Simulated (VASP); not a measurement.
Input of a VASP 6.6.1 run:

INCAR

```
PREC = Accurate ; ENCUT = 500
EDIFF = 1E-7 ; ISMEAR = 0
SIGMA = 0.05 ; LREAL = F
LASPH = T ; NELM = 120
ALGO = Normal ; ISIF = 3
LWAVE = F ; LCHARG = F
GGA = LIBXC ; LIBXC1 = GGA_X_PBE
LIBXC2 = GGA_C_LYP ; IBRION = 2
NSW = 100 ; EDIFFG = -0.001
PSTRESS = 100.0 ; GGA_COMPAT = F
NELMIN = 4
```

The input KPOINTS:

```
regular mesh
0
Gamma
  4 4 4
```

File POSCAR:

```
Rb3Ag
1.0
    6.1361480000      0.0000000000      0.0000000000
    0.0000000000      6.1361480000      0.0000000000
    0.0000000000      0.0000000000      6.1361480000
Rb Ag
3 1
Direct
    0.0000000000      0.5000000000      0.5000000000
    0.5000000000      0.0000000000      0.5000000000
    0.5000000000      0.5000000000      0.0000000000
    0.0000000000      0.0000000000      0.0000000000
```

Potentials or basis: VASP PAW PBE potentials, release 64 (Rb_sv, Ag).

The run is started by

```console
$ cat potpaw_PBE.64/Rb_sv/POTCAR potpaw_PBE.64/Ag/POTCAR > POTCAR
$ mpirun -np 1 vasp_std > vasp.out
```

**Question.** What does it give for the relaxed cell?

**Answer.** a = 5.035 Å, b = 5.035 Å, c = 5.035 Å, α = 90.00°, β = 90.00°, γ = 90.00°.

**Question.** Predict the relaxed volume.

**Answer.** 31.92 Å³/atom.

Final structure:
```
Rb Ag
1.0
     5.03525    0.00000    0.00000
     0.00000    5.03525    0.00000
     0.00000    0.00000    5.03525
Rb Ag
3 1
Direct
  0.00000 0.50000 0.50000
  0.50000 0.00000 0.50000
  0.50000 0.50000 0.00000
  0.00000 0.00000 0.00000
```

Caveat: the cell is relaxed towards a set pressure, so the run minimises the enthalpy, not the energy; the volume moved by over 15 % at a fixed basis, so the end points are rough; the PAW data sets were made with another functional, which shifts forces and pressure a little.
